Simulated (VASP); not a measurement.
# Ta2W (P-3m1) in VASP: notebook, part 2 of 2

VASP 6.6.1. Earlier steps stand in the parts before.

### Step 4. Relaxation of cell and atoms, PBE

INCAR

```
SYSTEM = Ta2W
  PREC = Accurate
  ENCUT = 600
  EDIFF = 1E-7
  ISMEAR = 0
  SIGMA = 0.1
  LREAL = .FALSE.
  LASPH = .TRUE.
  NELM = 60
  ALGO = Fast
  ISIF = 3
  LWAVE = .FALSE.
  LCHARG = .FALSE.
  GGA = PE
  IBRION = 2
  NSW = 90
  EDIFFG = -0.04
```

KPOINTS

```
Automatic mesh
0
G
  6 6 4
  0 0 0
```

POSCAR

```
Ta2W
1.0
    2.8832532300      0.0000000000      0.0000000000
   -1.4416266100      2.4969705400      0.0000000000
    0.0000000000      0.0000000000      7.0624992100
Ta W
2 1
Direct
    0.6666666700      0.3333333300      0.8333333300
    0.3333333300      0.6666666700      0.1666666700
    0.0000000000      0.0000000000      0.5000000000
```

Potentials or basis: VASP PAW PBE potentials, release 64 (Ta_pv, W_sv).

Launch:

```sh
cat potpaw_PBE.64/Ta_pv/POTCAR potpaw_PBE.64/W_sv/POTCAR > POTCAR
mpirun -np 1 vasp_std > vasp.out
```

OUTCAR:

```text
SYSTEM = Ta2W
   PREC = Accurate
   ENCUT = 600
   EDIFF = 1E-7
   ISMEAR = 0
   LREAL = .FALSE.
   LASPH = .TRUE.
   NELM = 60
   ISIF = 3
   GGA = PE
   IBRION = 2
   NSW = 90
   EDIFFG = -0.04

 ion  position               nearest neighbor table
   1  0.667  0.333  0.833-   3 2.88   3 2.88   3 2.88   2 2.88   2 2.88   2 2.88
   2  0.333  0.667  0.167-   3 2.88   3 2.88   3 2.88   1 2.88   1 2.88   1 2.88
   3  0.000  0.000  0.500-   1 2.88   2 2.88   2 2.88   1 2.88   1 2.88   2 2.88

  LATTYP: Found a hexagonal cell.
 ALAT       =     2.8832532300
 C/A-ratio  =     2.4494897418

  Lattice vectors:

 A1 = (   2.8832532300,   0.0000000000,   0.0000000000)
 A2 = (  -1.4416266100,   2.4969705400,   0.0000000000)
 A3 = (   0.0000000000,   0.0000000000,   7.0624992100)

Analysis of symmetry for initial positions (statically):
=====================================================================
 Subroutine PRICEL returns:
 Original cell was already a primitive cell.

 Routine SETGRP: Setting up the symmetry group for a
 hexagonal supercell.

 Subroutine GETGRP returns: Found 12 space group operations
 (whereof 12 operations were pure point group operations)
 out of a pool of 24 trial point group operations.

The static configuration has the point symmetry D_3d.

Analysis of symmetry for dynamics (positions and initial velocities):
=====================================================================
 Subroutine PRICEL returns:
 Original cell was already a primitive cell.

 Routine SETGRP: Setting up the symmetry group for a
 hexagonal supercell.

 Subroutine GETGRP returns: Found 12 space group operations
 (whereof 12 operations were pure point group operations)
 out of a pool of 24 trial point group operations.

The dynamic configuration has the point symmetry D_3d.

 Subroutine INISYM returns: Found 12 space group operations
 (whereof 12 operations are pure point group operations),
 and found     1 'primitive' translations

----------------------------------------------------------------------------------------

                                     Primitive cell

  volume of cell :      50.8457

  direct lattice vectors                    reciprocal lattice vectors
     2.883253230  0.000000000  0.000000000     0.346830445  0.200242650  0.000000000
    -1.441626610  2.496970540  0.000000000     0.000000000  0.400485302  0.000000000
     0.000000000  0.000000000  7.062499210     0.000000000  0.000000000  0.141592936

  length of vectors
     2.883253230  2.883253225  7.062499210     0.400485301  0.400485302  0.141592936

  position of ions in fractional coordinates (direct lattice)
     0.666666670  0.333333330  0.833333330
     0.333333330  0.666666670  0.166666670
     0.000000000  0.000000000  0.500000000

  ion indices of the primitive-cell ions
   primitive index   ion index
                 1           1
                 2           2
                 3           3

----------------------------------------------------------------------------------------

 KPOINTS: Automatic mesh

Automatic generation of k-mesh.
 Grid dimensions read from file:
 generate k-points for:    6    6    4

 Generating k-lattice:

  Cartesian coordinates                     Fractional coordinates (reciprocal lattice)
     0.057805074  0.033373775  0.000000000     0.166666667  0.000000000  0.000000000
     0.000000000  0.066747550  0.000000000     0.000000000  0.166666667  0.000000000
     0.000000000  0.000000000  0.035398234     0.000000000  0.000000000  0.250000000

  Length of vectors
     0.066747550  0.066747550  0.035398234

  Shift w.r.t. Gamma in fractional coordinates (k-lattice)
     0.000000000  0.000000000  0.000000000

 Subroutine IBZKPT returns following result:
 ===========================================

 Found     24 irreducible k-points:

 Following reciprocal coordinates:
            Coordinates               Weight
  0.000000  0.000000  0.000000      1.000000
  0.166667 -0.000000  0.000000      6.000000
  0.333333 -0.000000  0.000000      6.000000
  0.500000  0.000000  0.000000      3.000000
  0.166667  0.166667  0.000000      6.000000
  0.333333  0.166667  0.000000     12.000000
[... 16 lines left out ...]
  0.333333  0.166667  0.500000     12.000000
  0.333333  0.333333  0.500000      2.000000
   k-points           NKPTS =     24   k-points in BZ     NKDIM =     24   number of bands    NBANDS=     22
   number of dos      NEDOS =    301   number of ions     NIONS =      3
   total plane-waves  NPLWV =  32256
   dimension x,y,z NGX =    24 NGY =   24 NGZ =   56
   dimension x,y,z NGXF=    48 NGYF=   48 NGZF=  112
   ions per type =               2   1
   NGX,Y,Z   is equivalent  to a cutoff of  13.84, 13.84, 13.18 a.u.
   NGXF,Y,Z  is equivalent  to a cutoff of  27.68, 27.68, 26.36 a.u.
 SYSTEM =  Ta2W
   PREC   = accura    normal or accurate (medium, high low for compatibility)
   ISTART =      0    job   : 0-new  1-cont  2-samecut
   ICHARG =      2    charge: 1-file 2-atom 10-const
   ISPIN  =      1    spin polarized calculation?
   LNONCOLLINEAR =      F non collinear calculations
   LSORBIT =      F    spin-orbit coupling
   LASPH  =      T    aspherical Exc in radial PAW
   ENCUT  =  600.0 eV  44.10 Ry    6.64 a.u.   5.76  5.76 14.11*2*pi/ulx,y,z
   NELM   =     60;   NELMIN=  2; NELMDL= -5     # of ELM steps
   EDIFF  = 0.1E-06   stopping-criterion for ELM
   LREAL  =      F    real-space projection
   EDIFFG = -.4E-01   stopping-criterion for IOM
   NSW    =     90    number of steps for IOM
   IBRION =      2    ionic relax: 0-MD 1-quasi-New 2-CG
   NFREE  =      1    steps in history (QN), initial steepest desc. (CG)
   ISIF   =      3    stress and relaxation
   ISYM   =      2    0-nonsym 1-usesym 2-fastsym
   POTIM  = 0.5000    time-step for ionic-motion
   TEBEG  =    0.0;   TEEND  =   0.0 temperature during run
   PSTRESS=    0.0 pullay stress
   NELECT =      36.0000    total number of electrons
   NUPDOWN=      -1.0000    fix difference up-down
   EMIN   =  10.00;   EMAX   =-10.00  energy-range for DOS
   EFERMI =   0.00;   METHOD = LEGACY
   ISMEAR =     0;   SIGMA  =   0.10  broadening in eV -4-tet -1-fermi 0-gaus
   EFERMI_NEDOS =   21; number of points for ismear=-14 and -15
   IALGO  =     68    algorithm
   IMIX   =      4    mixing-type and parameters
     AMIX     =   0.40;   BMIX     =  1.00
     AMIX_MAG =   1.60;   BMIX_MAG =  1.00
  volume/ion in A,a.u.               =      16.95       114.37
  Fermi-wavevector in a.u.,A,eV,Ry     =   1.459119  2.757336 28.967199  2.129029
  Thomas-Fermi vector in A             =   2.575724
   LORBIT       =      0    0 simple, 1 ext, 2 COOP (PROOUT), +10 PAW based schemes
   GGA     = PE    functional components
   LHFCALC =     F    Hartree Fock is set to
   AEXX    =    0.0000 exact exchange contribution
   IVDW    =     0    specifies the selected vdW correction
   LEPSILON=     F    determine dielectric tensor
   LRPA    =     F    only Hartree local field effects (RPA)
 conjugate gradient relaxation of ions
 non-spin polarized calculation
 RMM-DIIS sequential band-by-band and
 Gauss-broadening in eV      SIGMA  =   0.10
  energy-cutoff  :      600.00
  volume of cell :       50.85
 maximum number of plane-waves:      1724
 NGX is ok and might be reduce to    24
   NGX = 11   NGY = 11   NGZ = 29

--------------------------------------- Ionic step        1  -------------------------------------------

 number of electron      35.9999996 magnetization

 Free energy of the ion-electron system (eV)
  ---------------------------------------------------
  ext. energy  EPLUGINS =         0.00000000
  ---------------------------------------------------
  free energy    TOTEN  =       -35.39273545 eV

  energy without entropy =      -35.37177538  energy(sigma->0) =      -35.38225542

------------------------ aborting loop because EDIFF is reached ----------------------------------------

  FORCE on cell =-STRESS in cart. coord.  units (eV):
  Direction    XX          YY          ZZ          XY          YZ          ZX
  --------------------------------------------------------------------------------------
  -------------------------------------------------------------------------------------
  Total        4.5995275      4.5995275      4.4085681      0.0000000      0.0000000     -0.0000000
  in kB      144.9336364    144.9336360    138.9164006      0.0000003      0.0000000     -0.0000000
  external PRESSURE =     142.9278910 kB  Pullay stress =       0.0000000 kB
[... 281 lines left out ...]
  energy  without entropy=      -35.5096695427  energy(sigma->0) =      -35.51930550

--------------------------------------- Ionic step        9  -------------------------------------------

 number of electron      36.0000006 magnetization

 Free energy of the ion-electron system (eV)
  ---------------------------------------------------
  ext. energy  EPLUGINS =         0.00000000
  ---------------------------------------------------
  free energy    TOTEN  =       -35.52921431 eV

  energy without entropy =      -35.50972798  energy(sigma->0) =      -35.51947114

 E-fermi :   7.1035     XC(G=0): -12.7353

 val. band max:        7.0848874209   @ k =   0.1667   0.1667   0.2500
 cond. band min:       7.1479384550   @ k =   0.0000   0.1667   0.2500
 fundamental gap:      0.0630510341
 Fermi energy:         7.1034989730

 k-point     1 :       0.0000    0.0000    0.0000
  band No.  band energies     occupation
      1     -66.7222      2.00000
      2     -30.9502      2.00000
      3     -30.5801      2.00000
      4     -30.5801      2.00000
      5     -27.2992      2.00000
      6     -26.7182      2.00000
[... 619 lines left out ...]
  FREE ENERGIE OF THE ION-ELECTRON SYSTEM (eV)
  ---------------------------------------------------
  free  energy   TOTEN  =       -35.5292143096 eV

  energy  without entropy=      -35.5097279780  energy(sigma->0) =      -35.51947114

 reached required accuracy - stopping structural energy minimisation
```

OSZICAR:

```text
N       E                     dE             d eps       ncg     rms          rms(c)
DAV:   1     0.381896352602E+03    0.38190E+03   -0.23385E+04  1056   0.199E+03
DAV:   2    -0.217253423731E+02   -0.40362E+03   -0.39875E+03  1134   0.543E+02
DAV:   3    -0.366877115757E+02   -0.14962E+02   -0.14410E+02  1378   0.910E+01
[... 113 lines left out ...]
RMM:   5    -0.355292130569E+02   -0.19698E-04   -0.14494E-04  1269   0.781E-02    0.107E-02
RMM:   6    -0.355292132585E+02   -0.20165E-06   -0.35806E-05  1154   0.411E-02    0.713E-03
RMM:   7    -0.355292143711E+02   -0.11126E-05   -0.81604E-06  1347   0.202E-02    0.274E-03
RMM:   8    -0.355292142973E+02    0.73768E-07   -0.16071E-06  1081   0.869E-03    0.214E-03
RMM:   9    -0.355292143096E+02   -0.12229E-07   -0.38584E-07   821   0.548E-03
   9 F= -.35529214E+02 E0= -.35519471E+02  d E =-.668608E-04
```

CONTCAR:

```text
Ta2W
   1.00000000000000
     2.9396168336440978    0.0000000001130028   -0.0000000000000000
    -1.4698084116264423    2.5457828523882693    0.0000000000000000
     0.0000000000000000   -0.0000000000000000    7.1994726448831994
  Ta              W
     2     1
Direct
     0.6666666699999979    0.3333333300000021    0.8306402829893488
     0.3333333300000021    0.6666666699999979    0.1693597170106511
     0.0000000000000000    0.0000000000000000    0.5000000000000000

  0.00000000E+00  0.00000000E+00  0.00000000E+00
  0.00000000E+00  0.00000000E+00  0.00000000E+00
  0.00000000E+00  0.00000000E+00  0.00000000E+00
```

It took 6.5 min on 1 thread of Intel Xeon 8259CL, shared host; peak memory 0.2 GiB.

What came out:

```yaml
Free_energy: -35.5292 eV
Relaxed_volume: 17.96 Å³/atom
Relaxed_cell: a = 2.940 Å, b = 2.940 Å, c = 7.199 Å, α = 90.00°, β = 90.00°, γ = 120.00°
Space_group_after_relaxing_to_0.1_Å: P-3m1 (No. 164)
Energy_gained_by_relaxing: 45.5 meV/atom
Ionic_steps: 9
Pressure_after_relaxing: 0.0 GPa
Band_gap_on_the_k_mesh: zero (bands 18 and 19 overlap by 1.30 eV)
```

The path:
```
step  energy change (eV)  largest force (eV/Å)  pressure (GPa)  volume (Å³)
   1              0.0000                0.4149           14.29        50.85
   2              0.6581                0.0643          -24.94        62.80
   3             -0.1328                0.2451           -0.81        54.07
   4             -0.1332                0.2508           -0.20        53.92
   5             -0.1332                0.2532            0.07        53.85
   6             -0.1363                0.0523            0.23        53.82
   7             -0.1364                0.0033            0.28        53.81
   8             -0.1362                0.0052           -0.61        54.03
   9             -0.1365                0.0009           -0.02        53.88
```

Final structure:
```xyz
3
Lattice="2.9396 0.0000 0.0000 -1.4698 2.5458 0.0000 0.0000 0.0000 7.1995" Properties=species:S:1:pos:R:3 pbc="T T T"
Ta    1.4698    0.8486    5.9802
Ta    0.0000    1.6972    1.2193
W     0.0000    0.0000    3.5997
```

Levels at points of the mesh, in eV from the Fermi level:
```
           k point  band 16  band 17  band 18  band 19  band 20  band 21
(0.00, 0.00, 0.00)    -0.42    -0.42     0.12     0.23     0.23     0.54
(0.50, 0.00, 0.00)    -1.42    -0.36    -0.19     0.34     1.22     2.89
(0.00, 0.00, 0.50)    -0.46    -0.46     0.31     0.31     0.63     0.80
(0.50, 0.00, 0.50)    -0.26    -0.22     0.48     0.48     0.73     3.14
```

Caveat: the k points lie up to 0.41 Å⁻¹ apart in the final cell, too coarse for converged energies and pressures of a metal; spin-orbit coupling is left out, which moves the levels of the heavy elements.

### Step 5. Single point, PBE

This run uses another cell than the first one, of 18.01 Å³/atom.

INCAR

```
PREC = Accurate ; ENCUT = 520
EDIFF = 1E-7 ; ISMEAR = 0
SIGMA = 0.1 ; LREAL = F
LASPH = T ; NELM = 60
ALGO = Fast ; ISIF = 2
LWAVE = F ; LCHARG = F
GGA = PE ; NBANDS = 25
```

KPOINTS

```
regular mesh
0
Gamma
  18 18 8
```

POSCAR

```
Ta2W
1.0
    3.0927644437      0.0000000000      0.0000000000
   -1.5463822218      2.6784125761      0.0000000000
    0.0000000000      0.0000000000      6.5211110012
Ta W
2 1
Direct
    0.6666666667      0.3333333333      0.8225257649
    0.3333333333      0.6666666667      0.1774742351
    0.0000000000      0.0000000000      0.5000000000
```

Potentials or basis: VASP PAW PBE potentials, release 64 (Ta_pv, W_sv).

Launch:

```sh
cat potpaw_PBE.64/Ta_pv/POTCAR potpaw_PBE.64/W_sv/POTCAR > POTCAR
mpirun -np 1 vasp_std > vasp.out
```

OUTCAR:

```text
PREC = Accurate
   ENCUT = 520
   EDIFF = 1E-7
   ISMEAR = 0
   LREAL = F
   LASPH = T
   NELM = 60
   ISIF = 2
   GGA = PE

 ion  position               nearest neighbor table
   1  0.667  0.333  0.823-   3 2.76   3 2.76   3 2.76   2 2.92   2 2.92   2 2.92
   2  0.333  0.667  0.177-   3 2.76   3 2.76   3 2.76   1 2.92   1 2.92   1 2.92
   3  0.000  0.000  0.500-   1 2.76   2 2.76   2 2.76   1 2.76   1 2.76   2 2.76

  LATTYP: Found a hexagonal cell.
[... 868 lines left out ...]

  FORCE on cell =-STRESS in cart. coord.  units (eV):
  Direction    XX          YY          ZZ          XY          YZ          ZX
  --------------------------------------------------------------------------------------
  -------------------------------------------------------------------------------------
  Total        0.0735870      0.0735870      0.1122013      0.0000000      0.0000000      0.0000000
  in kB        2.1825569      2.1825569      3.3278397      0.0000000      0.0000000      0.0000000
  external PRESSURE =       2.5643179 kB  Pullay stress =       0.0000000 kB

 VOLUME and BASIS-vectors are now :
 -----------------------------------------------------------------------------
  energy-cutoff  :      520.00
  volume of cell :       54.02
      direct lattice vectors                 reciprocal lattice vectors
     3.092764444  0.000000000  0.000000000     0.323335326  0.186677738  0.000000000
    -1.546382222  2.678412576  0.000000000     0.000000000  0.373355475  0.000000000
     0.000000000  0.000000000  6.521111001     0.000000000  0.000000000  0.153348103

 POSITION                                       TOTAL-FORCE (eV/Angst)
 -----------------------------------------------------------------------------------
      1.54638      0.89280      5.36378         0.000000     -0.000000      0.020382
     -0.00000      1.78561      1.15733         0.000000      0.000000     -0.020382
      0.00000      0.00000      3.26056        -0.000000      0.000000      0.000000
 -----------------------------------------------------------------------------------
    total drift:                                0.000000      0.000000      0.000000

  FREE ENERGIE OF THE ION-ELECTRON SYSTEM (eV)
  ---------------------------------------------------
  free  energy   TOTEN  =       -35.6763320128 eV

  energy  without entropy=      -35.6619550220  energy(sigma->0) =      -35.66914352
```

stdout:

```text
POSCAR found type information on POSCAR TaW
 POSCAR found :  2 types and       3 ions
 scaLAPACK will be used
 LDA part: xc-table for (Slater+PW92), standard interpolation
 POSCAR, INCAR and KPOINTS ok, starting setup
 FFT: planning ... GRIDC
 FFT: planning ... GRID_SOFT
 FFT: planning ... GRID
 WAVECAR not read
 entering main loop
WARNING in EDDRMM: call to ZHEGV failed, returncode =   8  4     24
WARNING in EDDRMM: call to ZHEGV failed, returncode =   6  3     24
WARNING in EDDRMM: call to ZHEGV failed, returncode =   8  4     23
WARNING in EDDRMM: call to ZHEGV failed, returncode =   8  4     25
```

Run time: 7.7 min. Hardware: 1 thread of Intel Xeon 8259CL, shared host; peak memory 0.43 GiB.

What came out:

| Item | Value |
| --- | --- |
| Free energy | -35.6763 eV |
| Pressure | 0.3 GPa |
| Largest force | 0.020 eV/Å |
| Band gap on the k mesh | zero (bands 18 and 19 overlap by 1.19 eV) |

Forces in eV/Å, atoms in the order of the input:
```
Ta   0.000  0.000  0.020
Ta   0.000  0.000 -0.020
W    0.000  0.000  0.000
```

Levels at points of the mesh, in eV from the Fermi level:
```csv
k point,band 15,band 16,band 17,band 18,band 19,band 20,band 21,band 22
"(0.00, 0.00, 0.00)",-0.97,-0.39,-0.39,-0.18,0.47,0.47,0.84,2.18
"(0.50, 0.00, 0.00)",-0.92,-0.90,-0.35,0.25,0.43,0.72,3.22,3.80
"(0.00, 0.00, 0.50)",-0.81,-0.30,-0.30,0.49,0.64,0.64,0.82,2.51
"(0.50, 0.00, 0.50)",-2.35,-1.08,0.37,0.65,1.09,1.78,3.30,3.43
```

Caveat: spin-orbit coupling is left out, which moves the levels of the heavy elements.

### Step 6. The runs side by side

```csv
task,cell,k mesh,cutoff (eV),gap on the mesh (eV),pressure (GPa),largest force (eV/Å)
single point,"a = 2.883, b = 2.883, c = 7.062 Å, angles 90.0, 90.0, 120.0°, 3 atoms, atomic positions A",6 × 6 × 4,520,none,14.3,0.41
single point,"a = 3.097, b = 3.097, c = 6.489 Å, angles 90.0, 90.0, 120.0°, 3 atoms, atomic positions B",6 × 6 × 4,520,none,0.2,0.03
relaxation of cell and atoms,"relaxed from a = 2.883, b = 2.883, c = 7.062 Å, angles 90.0, 90.0, 120.0°, 3 atoms, atomic positions A",6 × 6 × 4,600,none,0.0,-
single point,"a = 3.093, b = 3.093, c = 6.521 Å, angles 90.0, 90.0, 120.0°, 3 atoms, atomic positions C",18 × 18 × 8,520,none,0.3,0.02
```

Alike in all rows: level PBE; potentials or basis VASP PAW PBE potentials, release 64 (Ta_pv, W_sv); no spin polarisation; smearing gaussian 0.1 eV.

Caveats: some runs use coarse meshes; spin-orbit coupling is left out, which moves the levels of the heavy elements.

Total energies depend on the potentials used, so only differences within one code and one set of settings carry meaning.

The gap in the log of VASP goes by the Fermi energy; the results here count the filled bands.